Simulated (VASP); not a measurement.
# SmNbS3 (Pm-3m) in VASP: notebook

The runs below take SmNbS3 through single point, relaxation of cell and atoms, with PBE.

All numbers are computed with VASP 6.6.1; they aren't measurements. Logs are shortened: lines on timing, memory, paths and dates and some standing lists are left out, and cuts for length are marked.

### 1 The cell of the first run

Symmetry: Pm-3m, No. 221, cubic system. The conventional cell has a = 4.948 Å, b = 4.948 Å, c = 4.948 Å, α = 90.00°, β = 90.00°, γ = 90.00°. Within 3.3 Å of Sm (site symmetry m-3m) lie 6 S at 2.47 Å. Within 4.6 Å of Nb (site symmetry m-3m) lie 12 S at 3.50 Å and 8 Sm at 4.29 Å. S (site symmetry 4/mmm) has 2 Sm at 2.47 Å within 3.3 Å.

The cell was built from a structure type or drawn by symmetry, and may not be a known phase.

### 2 Single point, PBE

INCAR reads:

```
  PREC = Accurate
  ENCUT = 500
  EDIFF = 1E-6
  ISMEAR = 0
  SIGMA = 0.1
  LREAL = False
  LASPH = True
  NELM = 200
  ALGO = Normal
  ISIF = 2
  LWAVE = False
  LCHARG = False
  GGA = PE
  NBANDS = 29
  GGA_COMPAT = False
  LMAXMIX = 6
```

KPOINTS reads:

```
regular mesh
0
Gamma
  4 4 4
```

POSCAR reads:

```
SmNbS3
1.0
    4.9484067900      0.0000000000      0.0000000000
    0.0000000000      4.9484067900      0.0000000000
    0.0000000000      0.0000000000      4.9484067900
Sm Nb S
1 1 3
Direct
    0.5000000000      0.5000000000      0.5000000000
    0.0000000000      0.0000000000      0.0000000000
    0.0000000000      0.5000000000      0.5000000000
    0.5000000000      0.0000000000      0.5000000000
    0.5000000000      0.5000000000      0.0000000000
```

Potentials or basis: VASP PAW PBE potentials, release 64 (Sm_3, Nb_sv, S), 4f in core.

Started as:

```console
> cat potpaw_PBE.64/Sm_3/POTCAR potpaw_PBE.64/Nb_sv/POTCAR potpaw_PBE.64/S/POTCAR > POTCAR
> mpirun -np 1 vasp_std > vasp.out
```

OUTCAR:

```text
PREC = Accurate
   ENCUT = 500
   EDIFF = 1E-6
   ISMEAR = 0
   LREAL = False
   LASPH = True
   NELM = 200
   ISIF = 2
   GGA = PE

 ion  position               nearest neighbor table
   1  0.500  0.500  0.500-   3 2.47   4 2.47   5 2.47   5 2.47   4 2.47   3 2.47
   2  0.000  0.000  0.000-
   3  0.000  0.500  0.500-   1 2.47   1 2.47
   4  0.500  0.000  0.500-   1 2.47   1 2.47
   5  0.500  0.500  0.000-   1 2.47   1 2.47

  LATTYP: Found a simple cubic cell.
 ALAT       =     4.9484067900

  Lattice vectors:

 A1 = (   4.9484067900,   0.0000000000,   0.0000000000)
 A2 = (   0.0000000000,   4.9484067900,   0.0000000000)
 A3 = (   0.0000000000,   0.0000000000,   4.9484067900)

Analysis of symmetry for initial positions (statically):
=====================================================================
 Subroutine PRICEL returns:
 Original cell was already a primitive cell.

 Routine SETGRP: Setting up the symmetry group for a
 simple cubic supercell.

 Subroutine GETGRP returns: Found 48 space group operations
 (whereof 48 operations were pure point group operations)
 out of a pool of 48 trial point group operations.

The static configuration has the point symmetry O_h .

Analysis of symmetry for dynamics (positions and initial velocities):
=====================================================================
 Subroutine PRICEL returns:
 Original cell was already a primitive cell.

 Routine SETGRP: Setting up the symmetry group for a
 simple cubic supercell.

 Subroutine GETGRP returns: Found 48 space group operations
 (whereof 48 operations were pure point group operations)
 out of a pool of 48 trial point group operations.

The dynamic configuration has the point symmetry O_h .

 Subroutine INISYM returns: Found 48 space group operations
 (whereof 48 operations are pure point group operations),
 and found     1 'primitive' translations

----------------------------------------------------------------------------------------

                                     Primitive cell

  volume of cell :     121.1703

  direct lattice vectors                    reciprocal lattice vectors
     4.948406790  0.000000000  0.000000000     0.202085245  0.000000000  0.000000000
     0.000000000  4.948406790  0.000000000     0.000000000  0.202085245  0.000000000
     0.000000000  0.000000000  4.948406790     0.000000000  0.000000000  0.202085245

  length of vectors
     4.948406790  4.948406790  4.948406790     0.202085245  0.202085245  0.202085245

  position of ions in fractional coordinates (direct lattice)
     0.500000000  0.500000000  0.500000000
     0.000000000  0.000000000  0.000000000
     0.000000000  0.500000000  0.500000000
     0.500000000  0.000000000  0.500000000
     0.500000000  0.500000000  0.000000000

  ion indices of the primitive-cell ions
   primitive index   ion index
                 1           1
                 2           2
                 3           3
                 4           4
                 5           5

----------------------------------------------------------------------------------------

 KPOINTS: regular mesh

Automatic generation of k-mesh.
 Grid dimensions read from file:
 generate k-points for:    4    4    4

 Generating k-lattice:

  Cartesian coordinates                     Fractional coordinates (reciprocal lattice)
     0.050521311  0.000000000  0.000000000     0.250000000  0.000000000  0.000000000
     0.000000000  0.050521311  0.000000000     0.000000000  0.250000000  0.000000000
     0.000000000  0.000000000  0.050521311     0.000000000  0.000000000  0.250000000

  Length of vectors
     0.050521311  0.050521311  0.050521311

  Shift w.r.t. Gamma in fractional coordinates (k-lattice)
     0.000000000  0.000000000  0.000000000

 Subroutine IBZKPT returns following result:
 ===========================================

 Found     10 irreducible k-points:

 Following reciprocal coordinates:
            Coordinates               Weight
  0.000000  0.000000  0.000000      1.000000
  0.250000  0.000000  0.000000      6.000000
  0.500000  0.000000  0.000000      3.000000
  0.250000  0.250000  0.000000     12.000000
  0.500000  0.250000  0.000000     12.000000
  0.500000  0.500000  0.000000      3.000000
  0.250000  0.250000  0.250000      8.000000
  0.500000  0.250000  0.250000     12.000000
  0.500000  0.500000  0.250000      6.000000
  0.500000  0.500000  0.500000      1.000000
   k-points           NKPTS =     10   k-points in BZ     NKDIM =     10   number of bands    NBANDS=     29
   number of dos      NEDOS =    301   number of ions     NIONS =      5
   total plane-waves  NPLWV =  46656
   dimension x,y,z NGX =    36 NGY =   36 NGZ =   36
   dimension x,y,z NGXF=    72 NGYF=   72 NGZF=   72
   ions per type =               1   1   3
   NGX,Y,Z   is equivalent  to a cutoff of  12.09, 12.09, 12.09 a.u.
   NGXF,Y,Z  is equivalent  to a cutoff of  24.19, 24.19, 24.19 a.u.
 SYSTEM =  unknown system
   PREC   = accura    normal or accurate (medium, high low for compatibility)
   ISTART =      0    job   : 0-new  1-cont  2-samecut
   ICHARG =      2    charge: 1-file 2-atom 10-const
   ISPIN  =      1    spin polarized calculation?
   LNONCOLLINEAR =      F non collinear calculations
   LSORBIT =      F    spin-orbit coupling
   LASPH  =      T    aspherical Exc in radial PAW
   ENCUT  =  500.0 eV  36.75 Ry    6.06 a.u.   9.02  9.02  9.02*2*pi/ulx,y,z
   NELM   =    200;   NELMIN=  2; NELMDL= -5     # of ELM steps
   EDIFF  = 0.1E-05   stopping-criterion for ELM
   LREAL  =      F    real-space projection
   EDIFFG = 0.1E-04   stopping-criterion for IOM
   NSW    =      0    number of steps for IOM
   IBRION =     -1    ionic relax: 0-MD 1-quasi-New 2-CG
   NFREE  =      0    steps in history (QN), initial steepest desc. (CG)
   ISIF   =      2    stress and relaxation
   ISYM   =      2    0-nonsym 1-usesym 2-fastsym
   POTIM  = 0.5000    time-step for ionic-motion
   TEBEG  =    0.0;   TEEND  =   0.0 temperature during run
   PSTRESS=    0.0 pullay stress
   NELECT =      42.0000    total number of electrons
   NUPDOWN=      -1.0000    fix difference up-down
   EMIN   =  10.00;   EMAX   =-10.00  energy-range for DOS
   EFERMI =   0.00;   METHOD = LEGACY
   ISMEAR =     0;   SIGMA  =   0.10  broadening in eV -4-tet -1-fermi 0-gaus
   EFERMI_NEDOS =   21; number of points for ismear=-14 and -15
   IALGO  =     38    algorithm
   IMIX   =      4    mixing-type and parameters
     AMIX     =   0.40;   BMIX     =  1.00
     AMIX_MAG =   1.60;   BMIX_MAG =  1.00
  volume/ion in A,a.u.               =      24.23       163.54
  Fermi-wavevector in a.u.,A,eV,Ry     =   1.149986  2.173158 17.993265  1.322468
  Thomas-Fermi vector in A             =   2.286652
   LORBIT       =      0    0 simple, 1 ext, 2 COOP (PROOUT), +10 PAW based schemes
   GGA     = PE    functional components
   LHFCALC =     F    Hartree Fock is set to
   AEXX    =    0.0000 exact exchange contribution
   IVDW    =     0    specifies the selected vdW correction
   LEPSILON=     F    determine dielectric tensor
   LRPA    =     F    only Hartree local field effects (RPA)
 non-spin polarized calculation
 Gauss-broadening in eV      SIGMA  =   0.10
  energy-cutoff  :      500.00
  volume of cell :      121.17
 maximum number of plane-waves:      3112
   NGX = 19   NGY = 19   NGZ = 19

 number of electron      41.9999992 magnetization

 Free energy of the ion-electron system (eV)
  ---------------------------------------------------
  ext. energy  EPLUGINS =         0.00000000
  ---------------------------------------------------
  free energy    TOTEN  =       -24.94641859 eV

  energy without entropy =      -24.89146414  energy(sigma->0) =      -24.91894137

 E-fermi :   4.2663     XC(G=0):  -9.7109

 val. band max:        4.2618803463   @ k =   0.5000   0.2500   0.2500
 cond. band min:       4.2688959630   @ k =   0.5000   0.0000   0.0000
 fundamental gap:      0.0070156167
 Fermi energy:         4.2662524893

 k-point     1 :       0.0000    0.0000    0.0000
  band No.  band energies     occupation
      1     -52.1595      2.00000
      2     -34.6903      2.00000
      3     -28.1362      2.00000
      4     -28.1362      2.00000
      5     -28.1362      2.00000
      6     -14.6876      2.00000
[... 21 lines left out ...]
     28       6.6808      0.00000
     29       6.6808      0.00000

 k-point     2 :       0.2500    0.0000    0.0000
  band No.  band energies     occupation
      1     -52.1595      2.00000
      2     -34.6892      2.00000
      3     -28.1369      2.00000
      4     -28.1361      2.00000
      5     -28.1361      2.00000
      6     -14.8283      2.00000
[... 21 lines left out ...]
     28       7.8034      0.00000
     29       7.8034      0.00000

 k-point     3 :       0.5000    0.0000    0.0000
  band No.  band energies     occupation
      1     -52.1595      2.00000
      2     -34.6881      2.00000
      3     -28.1375      2.00000
      4     -28.1361      2.00000
      5     -28.1361      2.00000
      6     -14.9578      2.00000
[... 21 lines left out ...]
     28       7.8991      0.00000
     29       9.1472      0.00000

 k-point     4 :       0.2500    0.2500    0.0000
  band No.  band energies     occupation
      1     -52.1594      2.00000
      2     -34.6881      2.00000
      3     -28.1368      2.00000
      4     -28.1368      2.00000
      5     -28.1361      2.00000
      6     -14.8263      2.00000
[... 149 lines left out ...]
     28       8.8051      0.00000
     29       9.7541      0.00000

 k-point     9 :       0.5000    0.5000    0.2500
  band No.  band energies     occupation
      1     -52.1594      2.00000
      2     -34.6847      2.00000
      3     -28.1373      2.00000
      4     -28.1373      2.00000
      5     -28.1366      2.00000
      6     -14.9465      2.00000
[... 21 lines left out ...]
     28       9.2594      0.00000
     29      10.1002      0.00000

 k-point    10 :       0.5000    0.5000    0.5000
  band No.  band energies     occupation
      1     -52.1594      2.00000
      2     -34.6836      2.00000
      3     -28.1373      2.00000
      4     -28.1373      2.00000
      5     -28.1373      2.00000
      6     -14.9433      2.00000
[... 21 lines left out ...]
     28      10.3895      0.00000
     29      10.3895      0.00000

------------------------ aborting loop because EDIFF is reached ----------------------------------------

  FORCE on cell =-STRESS in cart. coord.  units (eV):
  Direction    XX          YY          ZZ          XY          YZ          ZX
  --------------------------------------------------------------------------------------
  -------------------------------------------------------------------------------------
  Total        8.0941925      8.0941925      8.0941925     -0.0000000      0.0000000      0.0000000
  in kB      107.0256628    107.0256628    107.0256628     -0.0000000      0.0000000      0.0000000
  external PRESSURE =     107.0256628 kB  Pullay stress =       0.0000000 kB

 VOLUME and BASIS-vectors are now :
 -----------------------------------------------------------------------------
  energy-cutoff  :      500.00
  volume of cell :      121.17
      direct lattice vectors                 reciprocal lattice vectors
     4.948406790  0.000000000  0.000000000     0.202085245  0.000000000  0.000000000
     0.000000000  4.948406790  0.000000000     0.000000000  0.202085245  0.000000000
     0.000000000  0.000000000  4.948406790     0.000000000  0.000000000  0.202085245

 POSITION                                       TOTAL-FORCE (eV/Angst)
 -----------------------------------------------------------------------------------
      2.47420      2.47420      2.47420         0.000000      0.000000      0.000000
      0.00000      0.00000      0.00000         0.000000      0.000000      0.000000
      0.00000      2.47420      2.47420         0.000000      0.000000      0.000000
      2.47420      0.00000      2.47420         0.000000      0.000000      0.000000
      2.47420      2.47420      0.00000         0.000000      0.000000      0.000000
 -----------------------------------------------------------------------------------
    total drift:                                0.000000      0.000000      0.000000

  FREE ENERGIE OF THE ION-ELECTRON SYSTEM (eV)
  ---------------------------------------------------
  free  energy   TOTEN  =       -24.9464185910 eV

  energy  without entropy=      -24.8914641410  energy(sigma->0) =      -24.91894137
```

Run time: 28 s. Hardware: 1 thread of Intel Xeon Platinum 8488C (Sapphire Rapids), shared host; peak memory 0.22 GiB.

Results:

```yaml
Free_energy: -24.9464 eV
Pressure: 10.7 GPa
Band_gap_on_the_k_mesh: zero (bands 21 and 22 overlap by 0.45 eV)
```

Levels at points of the mesh, in eV from the Fermi level:
```csv
k point,band 18,band 19,band 20,band 21,band 22,band 23,band 24,band 25
"(0.00, 0.00, 0.00)",-0.43,-0.43,-0.36,-0.36,-0.36,0.05,0.05,0.05
"(0.50, 0.00, 0.00)",-2.49,-0.18,-0.14,-0.14,0.00,0.77,0.90,0.90
"(0.50, 0.50, 0.00)",-2.33,-0.73,-0.48,-0.01,0.10,0.75,0.76,0.76
"(0.50, 0.50, 0.50)",-0.21,-0.21,-0.21,-0.08,-0.08,-0.08,0.09,0.09
```

Caveat: the cell stands under pressure; spin-orbit coupling is left out, which moves the levels of the heavy elements; the 4f electrons are frozen in the core, so they carry no moment and show no levels; the run has no spin polarisation, though such a crystal can be magnetic. Spin polarisation is off, so any magnetic state and its effect on volume and gap are missing.

### 3 Single point, PBE, collinear spin

INCAR reads:

```
ALGO = Normal
EDIFF = 1E-6
ENCUT = 500
GGA = PE
GGA_COMPAT = False
ISIF = 2
ISMEAR = 0
ISPIN = 2
LASPH = True
LCHARG = False
LMAXMIX = 6
LORBIT = 11
LREAL = False
LWAVE = False
MAGMOM = -0.01 2.82 -0.25 -0.25 -0.25
NBANDS = 33
NELM = 200
PREC = Accurate
SIGMA = 0.1
```

KPOINTS reads:

```
k-points
0
Gamma
  4 4 4
```

POSCAR is that of step 2.

Potentials or basis: VASP PAW PBE potentials, release 64 (Sm_3, Nb_sv, S), 4f in core.

Started as:

```console
> cat potpaw_PBE.64/Sm_3/POTCAR potpaw_PBE.64/Nb_sv/POTCAR potpaw_PBE.64/S/POTCAR > POTCAR
> mpirun -np 1 vasp_std > vasp.out
```

Run time: 67 s. Hardware: 1 thread of Intel Xeon Platinum 8488C (Sapphire Rapids), shared host; peak memory 0.27 GiB.

The run converged. Its results:

```
Free energy                                           : -25.7004 eV
Pressure                                              : 12.1 GPa
Band gap on the k mesh                                : zero (filled and empty bands overlap)
Net moment                                            : 2.04 μB per cell
Site moments                                          : Sm +0.00; Nb +2.20; S -0.21 μB
Valence electrons inside the program's atomic spheres : Sm 9.65; Nb 10.39; S 3.77
```

Levels at points of the mesh, in eV from the Fermi level:
Spin up:
```tsv
k point	band 18	band 19	band 20	band 21	band 22	band 23	band 24	band 25	band 26	band 27
(0.00, 0.00, 0.00)	-0.89	-0.89	-0.69	-0.69	-0.69	0.14	0.20	0.20	0.20	2.43
(0.50, 0.00, 0.00)	-2.50	-0.54	-0.49	-0.01	-0.01	0.51	0.70	0.70	2.17	3.16
(0.50, 0.50, 0.00)	-2.16	-0.87	-0.49	-0.35	-0.26	0.49	0.49	0.63	2.49	4.31
(0.50, 0.50, 0.50)	-0.44	-0.44	-0.44	-0.42	-0.42	0.04	0.04	0.04	0.14	6.04
```
Spin down:
```tsv
k point	band 17	band 18	band 19	band 20	band 21	band 22	band 23	band 24
(0.00, 0.00, 0.00)	-1.53	-0.03	-0.03	-0.03	0.80	0.80	0.80	1.07
(0.50, 0.00, 0.00)	-2.43	-2.26	-0.20	-0.20	1.23	1.67	2.12	2.13
(0.50, 0.50, 0.00)	-2.33	-2.33	-0.54	-0.49	1.52	1.60	2.09	2.09
(0.50, 0.50, 0.50)	-3.59	-0.31	-0.31	-0.31	1.31	1.31	1.31	1.34
```

Caveat: the magnetic or orbital state may not be the lowest; the cell stands under pressure; spin-orbit coupling is left out, which moves the levels of the heavy elements; the 4f electrons are frozen in the core, so they carry no moment and show no levels.

[end of part 1 of 2]
